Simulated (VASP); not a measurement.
# CuO (P6_3mc) in VASP: notebook

The runs below take CuO through single point, with PBE+U.

All numbers are computed with VASP 6.6.1; they aren't measurements. Logs are shortened: lines on timing, memory, paths and dates and some standing lists are left out, and cuts for length are marked.

## (1) The cell of the first run

It takes space group P6_3mc (No. 186, hexagonal). Conventional cell: a = 3.288 Å, b = 3.288 Å, c = 5.385 Å, α = 90.00°, β = 90.00°, γ = 120.00°. Within 2.7 Å of Cu (site symmetry 3m) lie 4 O at 2.01 to 2.02 Å. Within 2.7 Å of O (site symmetry 3m) lie 4 Cu at 2.01 to 2.02 Å.

## (2) Single point, PBE+U

The input, INCAR:

```
SYSTEM = CuO
ALGO     = Normal         ! electronic algorithm
EDIFF    = 1E-6           ! SCF threshold, eV
ENCUT    = 820            ! plane-wave cutoff, eV
GGA      = PE             ! functional
GGA_COMPAT= .FALSE.      
ISIF     = 2              ! what is computed and relaxed
ISMEAR   = -1             ! smearing method
LASPH    = .TRUE.         ! aspherical terms in the spheres
LCHARG   = .FALSE.        ! write CHGCAR
LDAU     = .TRUE.         ! DFT+U
LDAUJ    = 0 0          
LDAUL    = 2 -1           ! shell
LDAUPRINT= 1            
LDAUTYPE = 2            
LDAUU    = 3 0            ! U, eV
LMAXMIX  = 4              ! l up to which the mixer works
LREAL    = .FALSE.        ! projectors in reciprocal space
LWAVE    = .FALSE.        ! write WAVECAR
NBANDS   = 33             ! bands
NELM     = 200            ! most SCF steps
PREC     = Accurate       ! precision mode
SIGMA    = 0.05           ! smearing width, eV
```

The input, KPOINTS:

```
k-points
0
G
  9 9 5
  0 0 0
```

The input, POSCAR:

```
CuO
1.0
    3.2880244300      0.0000000000      0.0000000000
   -1.6440122100      2.8475126800      0.0000000000
    0.0000000000      0.0000000000      5.3850248600
Cu O
2 2
Direct
    0.6666666667      0.3333333333      0.0000000000
    0.3333333333      0.6666666667      0.5000000000
    0.6666666667      0.3333333333      0.6252000000
    0.3333333333      0.6666666667      0.1252000000
```

Potentials or basis: VASP PAW PBE potentials, release 64 (Cu_sv_GW, O).

Launch:

```
$ cat potpaw_PBE.64/Cu_sv_GW/POTCAR potpaw_PBE.64/O/POTCAR > POTCAR
$ mpirun -np 1 vasp_std > vasp.out
```

OUTCAR:

```text
SYSTEM = CuO
   EDIFF = 1E-6
   ENCUT = 820
   GGA = PE
   ISIF = 2
   ISMEAR = -1
   LASPH = .TRUE.
   LREAL = .FALSE.
   NELM = 200
   PREC = Accurate

 ion  position               nearest neighbor table
   1  0.667  0.333  0.000-   4 2.01   4 2.01   4 2.01   3 2.02
   2  0.333  0.667  0.500-   3 2.01   3 2.01   3 2.01   4 2.02
   3  0.667  0.333  0.625-   2 2.01   2 2.01   2 2.01   1 2.02
   4  0.333  0.667  0.125-   1 2.01   1 2.01   1 2.01   2 2.02

  LATTYP: Found a hexagonal cell.
 ALAT       =     3.2880244300
 C/A-ratio  =     1.6377691148

  Lattice vectors:

 A1 = (   3.2880244300,   0.0000000000,   0.0000000000)
 A2 = (  -1.6440122100,   2.8475126800,   0.0000000000)
 A3 = (   0.0000000000,   0.0000000000,   5.3850248600)

Analysis of symmetry for initial positions (statically):
=====================================================================
 Subroutine PRICEL returns:
 Original cell was already a primitive cell.

 Routine SETGRP: Setting up the symmetry group for a
 hexagonal supercell.

 Subroutine GETGRP returns: Found 12 space group operations
 (whereof  6 operations were pure point group operations)
 out of a pool of 24 trial point group operations.

The static configuration has the point symmetry C_3v.
 The point group associated with its full space group is C_6v.

Analysis of symmetry for dynamics (positions and initial velocities):
=====================================================================
 Subroutine PRICEL returns:
 Original cell was already a primitive cell.

 Routine SETGRP: Setting up the symmetry group for a
 hexagonal supercell.

 Subroutine GETGRP returns: Found 12 space group operations
 (whereof  6 operations were pure point group operations)
 out of a pool of 24 trial point group operations.

The dynamic configuration has the point symmetry C_3v.
 The point group associated with its full space group is C_6v.

 Subroutine INISYM returns: Found 12 space group operations
 (whereof  6 operations are pure point group operations),
 and found     1 'primitive' translations

----------------------------------------------------------------------------------------

                                     Primitive cell

  volume of cell :      50.4183

  direct lattice vectors                    reciprocal lattice vectors
     3.288024430  0.000000000  0.000000000     0.304133993  0.175591843  0.000000000
    -1.644012210  2.847512680  0.000000000     0.000000000  0.351183686  0.000000000
     0.000000000  0.000000000  5.385024860     0.000000000  0.000000000  0.185700164

  length of vectors
     3.288024430  3.288024423  5.385024860     0.351183686  0.351183686  0.185700164

  position of ions in fractional coordinates (direct lattice)
     0.666666667  0.333333333  0.000000000
     0.333333333  0.666666667  0.500000000
     0.666666667  0.333333333  0.625200000
     0.333333333  0.666666667  0.125200000

  ion indices of the primitive-cell ions
   primitive index   ion index
                 1           1
                 2           2
                 3           3
                 4           4

----------------------------------------------------------------------------------------

 KPOINTS: k-points

Automatic generation of k-mesh.
 Grid dimensions read from file:
 generate k-points for:    9    9    5

 Generating k-lattice:

  Cartesian coordinates                     Fractional coordinates (reciprocal lattice)
     0.033792666  0.019510205  0.000000000     0.111111111 -0.000000000  0.000000000
     0.000000000  0.039020410  0.000000000     0.000000000  0.111111111  0.000000000
     0.000000000  0.000000000  0.037140033     0.000000000  0.000000000  0.200000000

  Length of vectors
     0.039020410  0.039020410  0.037140033

  Shift w.r.t. Gamma in fractional coordinates (k-lattice)
     0.000000000  0.000000000  0.000000000

[... 60 lines left out ...]
   PSTRESS=    0.0 pullay stress
   NELECT =      50.0000    total number of electrons
   NUPDOWN=      -1.0000    fix difference up-down
   EMIN   =  10.00;   EMAX   =-10.00  energy-range for DOS
   EFERMI =   0.00;   METHOD = LEGACY
   ISMEAR =    -1;   SIGMA  =   0.05  broadening in eV -4-tet -1-fermi 0-gaus
   EFERMI_NEDOS =   21; number of points for ismear=-14 and -15
   IALGO  =     38    algorithm
   IMIX   =      4    mixing-type and parameters
     AMIX     =   0.40;   BMIX     =  1.00
     AMIX_MAG =   1.60;   BMIX_MAG =  1.00
  volume/ion in A,a.u.               =      12.60        85.06
  Fermi-wavevector in a.u.,A,eV,Ry     =   1.632558  3.085088 36.262881  2.665247
  Thomas-Fermi vector in A             =   2.724509
   LORBIT       =      0    0 simple, 1 ext, 2 COOP (PROOUT), +10 PAW based schemes
 LDA+U is selected, type is set to LDAUTYPE =  2
   angular momentum for each species LDAUL =     2   -1
   U (eV)           for each species LDAUU =   3.0  0.0
   J (eV)           for each species LDAUJ =   0.0  0.0
   GGA     = PE    functional components
   LHFCALC =     F    Hartree Fock is set to
   AEXX    =    0.0000 exact exchange contribution
   IVDW    =     0    specifies the selected vdW correction
   LEPSILON=     F    determine dielectric tensor
   LRPA    =     F    only Hartree local field effects (RPA)
 non-spin polarized calculation
  energy-cutoff  :      820.00
  volume of cell :       50.42
 maximum number of plane-waves:      2731
 NGX is ok and might be reduce to    32
   NGX = 15   NGY = 15   NGZ = 25

atom =   1  type =  1  l = 2

 onsite density matrix

spin component  1

  0.8890  0.0000 -0.0000 -0.0335 -0.0000
  0.0000  0.9076  0.0000  0.0000 -0.0335
 -0.0000  0.0000  0.8815  0.0000 -0.0000
 -0.0335  0.0000  0.0000  0.9076 -0.0000
 -0.0000 -0.0335 -0.0000 -0.0000  0.8890

spin component  2

  0.8890  0.0000 -0.0000 -0.0335 -0.0000
  0.0000  0.9076  0.0000  0.0000 -0.0335
 -0.0000  0.0000  0.8815  0.0000 -0.0000
 -0.0335  0.0000  0.0000  0.9076 -0.0000
 -0.0000 -0.0335 -0.0000 -0.0000  0.8890

 occupancies and eigenvectors

  o =  0.8636  v =  0.3181 -0.5549 -0.0000  0.2419 -0.7296  0.0000  0.0000  0.0000  0.0000  0.0000      0.0000  0.0000  0.0000  0.0000  0.0000  0.0000  0.0000  0.0000  0.0000  0.0000
  o =  0.8636  v =  0.0000  0.0000  0.0000  0.0000  0.0000  0.3181 -0.5549 -0.0000  0.2419 -0.7296      0.0000  0.0000  0.0000  0.0000  0.0000  0.0000  0.0000  0.0000  0.0000  0.0000
  o =  0.8636  v = -0.7296 -0.2419 -0.0000 -0.5549 -0.3181  0.0000  0.0000  0.0000  0.0000  0.0000      0.0000  0.0000  0.0000  0.0000  0.0000  0.0000  0.0000  0.0000  0.0000  0.0000
  o =  0.8636  v =  0.0000  0.0000  0.0000  0.0000  0.0000 -0.7296 -0.2419 -0.0000 -0.5549 -0.3181      0.0000  0.0000  0.0000  0.0000  0.0000  0.0000  0.0000  0.0000  0.0000  0.0000
  o =  0.8815  v =  0.0000  0.0000 -1.0000  0.0000  0.0000  0.0000  0.0000  0.0000  0.0000  0.0000      0.0000  0.0000  0.0000  0.0000  0.0000  0.0000  0.0000  0.0000  0.0000  0.0000
  o =  0.8815  v =  0.0000  0.0000  0.0000  0.0000  0.0000  0.0000  0.0000 -1.0000  0.0000  0.0000      0.0000  0.0000  0.0000  0.0000  0.0000  0.0000  0.0000  0.0000  0.0000  0.0000
  o =  0.9331  v =  0.0000  0.0000  0.0000  0.0000  0.0000  0.2419  0.7296  0.0000 -0.3181 -0.5549      0.0000  0.0000  0.0000  0.0000  0.0000  0.0000  0.0000  0.0000  0.0000  0.0000
  o =  0.9331  v =  0.2419  0.7296  0.0000 -0.3181 -0.5549  0.0000  0.0000  0.0000  0.0000  0.0000      0.0000  0.0000  0.0000  0.0000  0.0000  0.0000  0.0000  0.0000  0.0000  0.0000
  o =  0.9331  v =  0.0000  0.0000  0.0000  0.0000  0.0000 -0.5549  0.3181  0.0000  0.7296 -0.2419      0.0000  0.0000  0.0000  0.0000  0.0000  0.0000  0.0000  0.0000  0.0000  0.0000
  o =  0.9331  v = -0.5549  0.3181  0.0000  0.7296 -0.2419  0.0000  0.0000  0.0000  0.0000  0.0000      0.0000  0.0000  0.0000  0.0000  0.0000  0.0000  0.0000  0.0000  0.0000  0.0000

atom =   2  type =  1  l = 2

 onsite density matrix

spin component  1

  0.8890 -0.0000 -0.0000  0.0335 -0.0000
 -0.0000  0.9076 -0.0000  0.0000  0.0335
 -0.0000 -0.0000  0.8815 -0.0000 -0.0000
  0.0335  0.0000 -0.0000  0.9076  0.0000
 -0.0000  0.0335 -0.0000  0.0000  0.8890

spin component  2

  0.8890 -0.0000 -0.0000  0.0335 -0.0000
 -0.0000  0.9076 -0.0000  0.0000  0.0335
 -0.0000 -0.0000  0.8815 -0.0000 -0.0000
  0.0335  0.0000 -0.0000  0.9076  0.0000
 -0.0000  0.0335 -0.0000  0.0000  0.8890

 occupancies and eigenvectors

  o =  0.8636  v =  0.3181  0.5549 -0.0000 -0.2419 -0.7296  0.0000  0.0000  0.0000  0.0000  0.0000      0.0000  0.0000  0.0000  0.0000  0.0000  0.0000  0.0000  0.0000  0.0000  0.0000
  o =  0.8636  v =  0.0000  0.0000  0.0000  0.0000  0.0000  0.3181  0.5549 -0.0000 -0.2419 -0.7296      0.0000  0.0000  0.0000  0.0000  0.0000  0.0000  0.0000  0.0000  0.0000  0.0000
  o =  0.8636  v = -0.7296  0.2419 -0.0000  0.5549 -0.3181  0.0000  0.0000  0.0000  0.0000  0.0000      0.0000  0.0000  0.0000  0.0000  0.0000  0.0000  0.0000  0.0000  0.0000  0.0000
  o =  0.8636  v =  0.0000  0.0000  0.0000  0.0000  0.0000 -0.7296  0.2419 -0.0000  0.5549 -0.3181      0.0000  0.0000  0.0000  0.0000  0.0000  0.0000  0.0000  0.0000  0.0000  0.0000
  o =  0.8815  v =  0.0000 -0.0000 -1.0000 -0.0000  0.0000  0.0000  0.0000  0.0000  0.0000  0.0000      0.0000  0.0000  0.0000  0.0000  0.0000  0.0000  0.0000  0.0000  0.0000  0.0000
  o =  0.8815  v =  0.0000  0.0000  0.0000  0.0000  0.0000  0.0000 -0.0000 -1.0000 -0.0000  0.0000      0.0000  0.0000  0.0000  0.0000  0.0000  0.0000  0.0000  0.0000  0.0000  0.0000
  o =  0.9331  v =  0.0000  0.0000  0.0000  0.0000  0.0000  0.2419 -0.7296  0.0000  0.3181 -0.5549      0.0000  0.0000  0.0000  0.0000  0.0000  0.0000  0.0000  0.0000  0.0000  0.0000
  o =  0.9331  v =  0.2419 -0.7296  0.0000  0.3181 -0.5549  0.0000  0.0000  0.0000  0.0000  0.0000      0.0000  0.0000  0.0000  0.0000  0.0000  0.0000  0.0000  0.0000  0.0000  0.0000
  o =  0.9331  v =  0.0000  0.0000  0.0000  0.0000  0.0000 -0.5549 -0.3181  0.0000 -0.7296 -0.2419      0.0000  0.0000  0.0000  0.0000  0.0000  0.0000  0.0000  0.0000  0.0000  0.0000
  o =  0.9331  v = -0.5549 -0.3181  0.0000 -0.7296 -0.2419  0.0000  0.0000  0.0000  0.0000  0.0000      0.0000  0.0000  0.0000  0.0000  0.0000  0.0000  0.0000  0.0000  0.0000  0.0000

 number of electron      50.0000013 magnetization

 Free energy of the ion-electron system (eV)
  ---------------------------------------------------
  ext. energy  EPLUGINS =         0.00000000
  ---------------------------------------------------
  free energy    TOTEN  =       -16.25012567 eV

  energy without entropy =      -16.20238597  energy(sigma->0) =      -16.22625582

 E-fermi :   2.7694     XC(G=0): -10.8232

 val. band max:        2.7664728832   @ k =   0.1111   0.0000   0.2000
 cond. band min:       2.8040681611   @ k =   0.1111   0.0000   0.4000
 fundamental gap:      0.0375952779
 Fermi energy:         2.7693814112

 k-point     1 :       0.0000    0.0000    0.0000
  band No.  band energies     occupation
      1    -108.1336      2.00000
      2    -108.1333      2.00000
      3     -65.5473      2.00000
      4     -65.5473      2.00000
      5     -65.5465      2.00000
      6     -65.5465      2.00000
[... 853 lines left out ...]
     32      13.1834      0.00000
     33      16.3368      0.00000

 [... further k-points ...]

------------------------ aborting loop because EDIFF is reached ----------------------------------------

  FORCE on cell =-STRESS in cart. coord.  units (eV):
  Direction    XX          YY          ZZ          XY          YZ          ZX
  --------------------------------------------------------------------------------------
  -------------------------------------------------------------------------------------
  Total       -3.2027496     -3.2027496     -2.6656474     -0.0000000     -0.0000000     -0.0000000
  in kB     -101.7759486   -101.7759482    -84.7080854     -0.0000002     -0.0000000     -0.0000000
  external PRESSURE =     -96.0866607 kB  Pullay stress =       0.0000000 kB

 VOLUME and BASIS-vectors are now :
 -----------------------------------------------------------------------------
  energy-cutoff  :      820.00
  volume of cell :       50.42
      direct lattice vectors                 reciprocal lattice vectors
     3.288024430  0.000000000  0.000000000     0.304133993  0.175591843  0.000000000
    -1.644012210  2.847512680  0.000000000     0.000000000  0.351183686  0.000000000
     0.000000000  0.000000000  5.385024860     0.000000000  0.000000000  0.185700164

 POSITION                                       TOTAL-FORCE (eV/Angst)
 -----------------------------------------------------------------------------------
      1.64401      0.94917      0.00000        -0.000000      0.000000     -0.051967
      0.00000      1.89834      2.69251        -0.000000     -0.000000     -0.051967
      1.64401      0.94917      3.36672         0.000000      0.000000      0.051967
      0.00000      1.89834      0.67421         0.000000      0.000000      0.051967
 -----------------------------------------------------------------------------------
    total drift:                                0.000000     -0.000000      0.001895

  FREE ENERGIE OF THE ION-ELECTRON SYSTEM (eV)
  ---------------------------------------------------
  free  energy   TOTEN  =       -16.2501256744 eV

  energy  without entropy=      -16.2023859713  energy(sigma->0) =      -16.22625582
```

Run time: 88 s. Hardware: 1 thread of Intel Xeon Platinum 8488C (Sapphire Rapids), shared host; peak memory 0.29 GiB.

Results:

* Free energy: -16.2501 eV
* Pressure: -9.6 GPa
* Largest force: 0.052 eV/Å
* Band gap on the k mesh: zero (bands 25 and 26 overlap by 1.40 eV)

Forces on the atoms (eV/Å):
```
Cu   0.000  0.000 -0.052
Cu   0.000  0.000 -0.052
O    0.000  0.000  0.052
O    0.000  0.000  0.052
```

Stress tensor (GPa, compression positive):
```
-10.18   0.00   0.00
  0.00 -10.18   0.00
  0.00   0.00  -8.47
```

Eigenvalues of the final occupation matrices:
```
    site  spin  trace               eigenvalues
site 1 d     1   4.47  0.86 0.86 0.88 0.93 0.93
site 1 d     2   4.47  0.86 0.86 0.88 0.93 0.93
site 2 d     1   4.47  0.86 0.86 0.88 0.93 0.93
site 2 d     2   4.47  0.86 0.86 0.88 0.93 0.93
```

Caveat: the cell stands under tension; U without spin polarisation on a metal has little footing.

## (3) Single point, PBE+U

The input, INCAR:

```
  PREC = Accurate
  ENCUT = 820
  EDIFF = 1E-6
  ISMEAR = -1
  SIGMA = 0.05
  LREAL = F
  LASPH = T
  NELM = 200
  ALGO = Normal
  ISIF = 2
  LWAVE = F
  LCHARG = F
  LMAXMIX = 4
  LDAU = T
  LDAUTYPE = 2
  LDAUL = 2 -1
  LDAUU = 2 0
  LDAUJ = 0 0
  LDAUPRINT = 1
  GGA = PE
  NBANDS = 33
  GGA_COMPAT = F
```

The input, KPOINTS:

```
regular mesh
0
Gamma
  9 9 5
```

POSCAR is that of step 2.

Potentials or basis: VASP PAW PBE potentials, release 64 (Cu_sv_GW, O).

Launch:

```
$ cat potpaw_PBE.64/Cu_sv_GW/POTCAR potpaw_PBE.64/O/POTCAR > POTCAR
$ mpirun -np 1 vasp_std > vasp.out
```

Run time: 2.6 min. Hardware: 1 thread of Intel Xeon 6975P-C (Granite Rapids), shared host; peak memory 0.29 GiB.

The run converged. Its results:

```
Free energy            : -17.1906 eV
Pressure               : -9.7 GPa
Largest force          : 0.059 eV/Å
Band gap on the k mesh : zero (bands 25 and 26 overlap by 1.38 eV)
```

Forces on the atoms (eV/Å):
```
Cu   0.000  0.000 -0.059
Cu   0.000  0.000 -0.059
O    0.000  0.000  0.059
O    0.000  0.000  0.059
```

Stress tensor (GPa, compression positive):
```
-10.22   0.00   0.00
  0.00 -10.22   0.00
  0.00   0.00  -8.63
```

Levels at points of the mesh, in eV from the Fermi level:
| k point | band 23 | band 24 | band 25 | band 26 | band 27 | band 28 |
| --- | --- | --- | --- | --- | --- | --- |
| (0.00, 0.00, 0.00) | 0.03 | 0.65 | 0.77 | 0.77 | 1.16 | 5.88 |

Eigenvalues of the final occupation matrices:
| site | spin | trace | eigenvalues |
| --- | --- | --- | --- |
| site 1 d | 1 | 4.46 | 0.86 0.86 0.88 0.93 0.93 |
| site 1 d | 2 | 4.46 | 0.86 0.86 0.88 0.93 0.93 |
| site 2 d | 1 | 4.46 | 0.86 0.86 0.88 0.93 0.93 |
| site 2 d | 2 | 4.46 | 0.86 0.86 0.88 0.93 0.93 |

Caveat: the cell stands under tension; U without spin polarisation on a metal has little footing.

The gap in the log of VASP goes by the Fermi energy; the results here count the filled bands.